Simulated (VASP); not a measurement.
# AlAs (F-43m) in VASP: a series of runs

AlAs is run at these levels: LDA; tasks: single point, relaxation of cell and atoms.

All numbers are computed with VASP 6.6.1; they aren't measurements. Logs are shortened: lines on timing, memory, paths and dates and some standing lists are left out, and cuts for length are marked.

## 1. The cell of the first run

Symmetry: F-43m, No. 216, cubic system. The conventional cell has a = 5.605 Å, b = 5.605 Å, c = 5.605 Å, α = 90.00°, β = 90.00°, γ = 90.00°. Within 3.2 Å of Al (site symmetry -43m) lie 4 As at 2.43 Å. As (site symmetry -43m) has 4 Al at 2.43 Å within 3.2 Å.

## 2. Single point, LDA

The input, INCAR:

```
SYSTEM = AlAs
ALGO = Normal
EDIFF = 1E-6
ENCUT = 500
GGA = CA
GGA_COMPAT = .FALSE.
ISIF = 2
ISMEAR = 0
LASPH = .TRUE.
LCHARG = .FALSE.
LREAL = .FALSE.
LWAVE = .FALSE.
NBANDS = 11
NELM = 120
PREC = Accurate
SIGMA = 0.01
```

The input, KPOINTS:

```
k-points
0
G
  8 8 8
  0 0 0
```

The input, POSCAR:

```
AlAs
1.0
    0.0000000000      2.8025055463      2.8025055463
    2.8025055463      0.0000000000      2.8025055463
    2.8025055463      2.8025055463      0.0000000000
Al As
1 1
Direct
    0.0000000000      0.0000000000      0.0000000000
    0.7500000000      0.7500000000      0.7500000000
```

Potentials or basis: VASP PAW LDA potentials, release 64 (Al, As).

On the command line:

```bash
$ cat potpaw_LDA.64/Al/POTCAR potpaw_LDA.64/As/POTCAR > POTCAR
$ mpirun -np 1 vasp_std > vasp.out
```

OUTCAR:

```text
SYSTEM = AlAs
   EDIFF = 1E-6
   ENCUT = 500
   GGA = CA
   ISIF = 2
   ISMEAR = 0
   LASPH = .TRUE.
   LREAL = .FALSE.
   NELM = 120
   PREC = Accurate

 ion  position               nearest neighbor table
   1  0.000  0.000  0.000-   2 2.43   2 2.43   2 2.43   2 2.43
   2  0.750  0.750  0.750-   1 2.43   1 2.43   1 2.43   1 2.43

  LATTYP: Found a face centered cubic cell.
 ALAT       =     5.6050110926

  Lattice vectors:

 A1 = (   0.0000000000,   2.8025055463,   2.8025055463)
 A2 = (   2.8025055463,   0.0000000000,   2.8025055463)
 A3 = (   2.8025055463,   2.8025055463,   0.0000000000)

Analysis of symmetry for initial positions (statically):
=====================================================================
 Subroutine PRICEL returns:
 Original cell was already a primitive cell.

 Routine SETGRP: Setting up the symmetry group for a
 face centered cubic supercell.

 Subroutine GETGRP returns: Found 24 space group operations
 (whereof 24 operations were pure point group operations)
 out of a pool of 48 trial point group operations.

The static configuration has the point symmetry T_d .

Analysis of symmetry for dynamics (positions and initial velocities):
=====================================================================
 Subroutine PRICEL returns:
 Original cell was already a primitive cell.

 Routine SETGRP: Setting up the symmetry group for a
 face centered cubic supercell.

 Subroutine GETGRP returns: Found 24 space group operations
 (whereof 24 operations were pure point group operations)
 out of a pool of 48 trial point group operations.

The dynamic configuration has the point symmetry T_d .

 Subroutine INISYM returns: Found 24 space group operations
 (whereof 24 operations are pure point group operations),
 and found     1 'primitive' translations

----------------------------------------------------------------------------------------

                                     Primitive cell

  volume of cell :      44.0220

  direct lattice vectors                    reciprocal lattice vectors
     0.000000000  2.802505546  2.802505546    -0.178411779  0.178411779  0.178411779
     2.802505546  0.000000000  2.802505546     0.178411779 -0.178411779  0.178411779
     2.802505546  2.802505546  0.000000000     0.178411779  0.178411779 -0.178411779

  length of vectors
     3.963341352  3.963341352  3.963341352     0.309018266  0.309018266  0.309018266

  position of ions in fractional coordinates (direct lattice)
     0.000000000  0.000000000  0.000000000
     0.750000000  0.750000000  0.750000000

  ion indices of the primitive-cell ions
[... 85 lines left out ...]
   PSTRESS=    0.0 pullay stress
   NELECT =       8.0000    total number of electrons
   NUPDOWN=      -1.0000    fix difference up-down
   EMIN   =  10.00;   EMAX   =-10.00  energy-range for DOS
   EFERMI =   0.00;   METHOD = LEGACY
   ISMEAR =     0;   SIGMA  =   0.01  broadening in eV -4-tet -1-fermi 0-gaus
   EFERMI_NEDOS =   21; number of points for ismear=-14 and -15
   IALGO  =     38    algorithm
   IMIX   =      4    mixing-type and parameters
     AMIX     =   0.40;   BMIX     =  1.00
     AMIX_MAG =   1.60;   BMIX_MAG =  1.00
  volume/ion in A,a.u.               =      22.01       148.54
  Fermi-wavevector in a.u.,A,eV,Ry     =   0.927289  1.752322 11.699167  0.859865
  Thomas-Fermi vector in A             =   2.053343
   LORBIT       =      0    0 simple, 1 ext, 2 COOP (PROOUT), +10 PAW based schemes
   GGA     = CA    functional components
   LHFCALC =     F    Hartree Fock is set to
   AEXX    =    0.0000 exact exchange contribution
   IVDW    =     0    specifies the selected vdW correction
   LEPSILON=     F    determine dielectric tensor
   LRPA    =     F    only Hartree local field effects (RPA)
 non-spin polarized calculation
 Gauss-broadening in eV      SIGMA  =   0.01
  energy-cutoff  :      500.00
  volume of cell :       44.02
 maximum number of plane-waves:      1139
 NGX is ok and might be reduce to    30
   NGX = 15   NGY = 15   NGZ = 15

 number of electron       8.0000001 magnetization

 Free energy of the ion-electron system (eV)
  ---------------------------------------------------
  ext. energy  EPLUGINS =         0.00000000
  ---------------------------------------------------
  free energy    TOTEN  =       -10.51087673 eV

  energy without entropy =      -10.51087673  energy(sigma->0) =      -10.51087673

 E-fermi :   4.1548     XC(G=0):  -9.3918

 val. band max:        4.0414130440   @ k =   0.0000   0.0000   0.0000
 cond. band min:       5.3289391125   @ k =   0.5000   0.5000   0.0000
 fundamental gap:      1.2875260686
 Fermi energy:         4.1547908398

 k-point     1 :       0.0000    0.0000    0.0000
  band No.  band energies     occupation
      1      -8.0214      2.00000
      2       4.0414      2.00000
      3       4.0414      2.00000
      4       4.0414      2.00000
      5       6.1614      0.00000
      6       8.3378      0.00000
      7       8.3378      0.00000
      8       8.3378      0.00000
      9      12.8357      0.00000
     10      13.1336      0.00000
     11      13.1336      0.00000
[... 309 lines left out ...]
 k-point    24 :      -0.3750    0.2500    0.1250
  band No.  band energies     occupation
      1      -6.2623      2.00000
      2      -1.3527      2.00000
      3       1.2542      2.00000
      4       2.4419      2.00000
      5       7.6965      0.00000
      6       8.2365      0.00000
      7      10.7770      0.00000
      8      11.7207      0.00000
      9      12.4318      0.00000
     10      15.0879      0.00000
     11      16.3952      0.00000

 [... further k-points ...]

------------------------ aborting loop because EDIFF is reached ----------------------------------------

  FORCE on cell =-STRESS in cart. coord.  units (eV):
  Direction    XX          YY          ZZ          XY          YZ          ZX
  --------------------------------------------------------------------------------------
  -------------------------------------------------------------------------------------
  Total        0.3772111      0.3772111      0.3772111      0.0000000     -0.0000000      0.0000000
  in kB       13.7285803     13.7285803     13.7285803      0.0000000     -0.0000000      0.0000000
  external PRESSURE =      13.7285803 kB  Pullay stress =       0.0000000 kB

 VOLUME and BASIS-vectors are now :
 -----------------------------------------------------------------------------
  energy-cutoff  :      500.00
  volume of cell :       44.02
      direct lattice vectors                 reciprocal lattice vectors
     0.000000000  2.802505546  2.802505546    -0.178411779  0.178411779  0.178411779
     2.802505546  0.000000000  2.802505546     0.178411779 -0.178411779  0.178411779
     2.802505546  2.802505546  0.000000000     0.178411779  0.178411779 -0.178411779

 POSITION                                       TOTAL-FORCE (eV/Angst)
 -----------------------------------------------------------------------------------
      0.00000      0.00000      0.00000         0.000000      0.000000     -0.000000
      4.20376      4.20376      4.20376        -0.000000     -0.000000      0.000000
 -----------------------------------------------------------------------------------
    total drift:                               -0.000000     -0.000000     -0.000000

  FREE ENERGIE OF THE ION-ELECTRON SYSTEM (eV)
  ---------------------------------------------------
  free  energy   TOTEN  =       -10.5108767259 eV

  energy  without entropy=      -10.5108767259  energy(sigma->0) =      -10.51087673
```

stdout:

```text
POSCAR found type information on POSCAR AlAs
 POSCAR found :  2 types and       2 ions
 scaLAPACK will be used
 LDA part: xc-table for (Slater(with rela. corr.)+CA(PZ))
 , standard interpolation
 POSCAR, INCAR and KPOINTS ok, starting setup
 FFT: planning ... GRIDC
 FFT: planning ... GRID_SOFT
 FFT: planning ... GRID
 WAVECAR not read
 entering main loop
```

Wall time 12 s (1 thread of Intel Xeon 6975P-C, shared host); peak memory 0.15 GiB.

Results:

```yaml
Free_energy: -10.5109 eV
Pressure: 1.4 GPa
Band_gap_on_the_k_mesh: 1.29 eV, indirect (least direct gap 2.12 eV)
```

A k mesh can miss the band edges. A hybrid or GW would open this gap; LDA tends to underestimate it.

## 3. Relaxation of cell and atoms, LDA, target pressure 1 GPa, at which the enthalpy is minimised

This run uses another cell than the first one, of 22.30 Å³/atom, 1.013 times its volume.

The input, INCAR:

```
PREC = Accurate
ENCUT = 500
EDIFF = 1E-7
ISMEAR = 0
SIGMA = 0.01
LREAL = F
LASPH = T
NELM = 120
ALGO = Normal
ISIF = 3
LWAVE = F
LCHARG = F
IBRION = 2
NSW = 100
EDIFFG = -0.002
PSTRESS = 10.0
GGA_COMPAT = F
NELMIN = 4
```

The input, KPOINTS:

```
Automatic mesh
0
Gamma
  8 8 8
```

The input, POSCAR:

```
AlAs
1.0
    0.0000000000      2.8145759924      2.8145759924
    2.8145759924      0.0000000000      2.8145759924
    2.8145759924      2.8145759924      0.0000000000
Al As
1 1
Direct
    0.0000000000      0.0000000000      0.0000000000
    0.7500000000      0.7500000000      0.7500000000
```

Potentials or basis: VASP PAW LDA potentials, release 64 (Al, As).

On the command line:

```bash
$ cat potpaw_LDA.64/Al/POTCAR potpaw_LDA.64/As/POTCAR > POTCAR
$ mpirun -np 1 vasp_std > vasp.out
```

Run time: 14 s. Hardware: 1 thread of Intel Xeon 6975P-C, shared host; peak memory 0.15 GiB.

Results (log left out):

```yaml
Free_energy: -10.5124 eV
Relaxed_volume: 22.11 Å³/atom
Relaxed_cell: a = 3.969 Å, b = 3.969 Å, c = 3.969 Å, α = 60.00°, β = 60.00°, γ = 60.00°
Space_group_after_relaxing_to_0.05_Å: F-43m (No. 216)
Energy_change_on_relaxing_the_enthalpy_is_what_falls: +0.8 meV/atom
Ionic_steps: 3
Pressure_after_relaxing: 1.0 GPa
Band_gap_on_the_k_mesh: 1.30 eV, indirect (least direct gap 2.08 eV)
```

Step by step:
```csv
step,energy change (eV),largest force (eV/Å),pressure (GPa),volume (Å³)
1,0.0000,0.0000,0.34,44.59
2,0.0032,0.0000,1.40,44.01
3,0.0015,0.0000,1.00,44.23
```

Final structure:
```
Al As
1.0
     0.00000    2.80683    2.80683
     2.80683    0.00000    2.80683
     2.80683    2.80683    0.00000
Al As
1 1
Direct
  0.00000 0.00000 0.00000
  0.75000 0.75000 0.75000
```

Levels at points of the mesh, in eV from the valence-band top:
| k point | band 1 | band 2 | band 3 | band 4 | band 5 | band 6 | band 7 | band 8 |
| --- | --- | --- | --- | --- | --- | --- | --- | --- |
| (0.00, 0.00, 0.00) | -12.04 | 0.00 | 0.00 | 0.00 | 2.08 | 4.29 | 4.29 | 4.29 |
| (0.50, 0.00, 0.00) | -10.56 | -5.71 | -0.84 | -0.84 | 2.12 | 4.65 | 4.65 | 7.63 |
| (0.50, 0.50, 0.00) | -9.99 | -5.54 | -2.23 | -2.23 | 1.30 | 2.20 | 10.40 | 10.40 |

Caveat: the cell is relaxed towards a set pressure, so the enthalpy falls and the energy may rise. LDA usually gives volumes a few per cent too small.

(Part 1 of 2 ends here.)
